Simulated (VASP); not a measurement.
# GaAs: single point with BHLYP

GaAs:

```
As Ga
1.0
     0.00000    2.80788    2.80788
     2.80788    0.00000    2.80788
     2.80788    2.80788    0.00000
As Ga
1 1
Direct
  0.75000 0.75000 0.75000
  0.00000 0.00000 0.00000
```

* Program: VASP 6.6.1
* Task: single point
* Functional: BHLYP
* Potentials or basis: VASP PAW PBE potentials, release 64 (As, Ga_d)
* Cutoff: 520 eV
* k mesh: 4 × 4 × 4
* Occupations: fermi-dirac, width 0.05 eV
* Spin: no spin polarisation

```
Pressure               : 3.6 GPa
Band gap on the k mesh : 4.06 eV
```

Levels at points of the mesh, in eV from the valence-band top:
```
           k point  band 6  band 7  band 8  band 9  band 10  band 11  band 12  band 13
(0.00, 0.00, 0.00)  -15.39    0.00    0.00    0.00     4.06     7.02     7.02     7.02
(0.50, 0.00, 0.00)  -13.27   -7.89   -1.34   -1.34     4.24     8.00     8.00    11.38
(0.50, 0.50, 0.00)  -12.34   -8.08   -3.18   -3.18     4.40     4.71    14.64    14.64
```

It took 6.8 min on 1 thread of Intel(R) Xeon(R) Platinum 8375C CPU @ 2.90GHz (Ice Lake) (shared host), peak memory 0.19 GiB.

Caveat: the k points lie up to 0.48 Å⁻¹ apart; the PAW data sets were made with another functional, which shifts forces and pressure a little. A k mesh can miss the band edges.
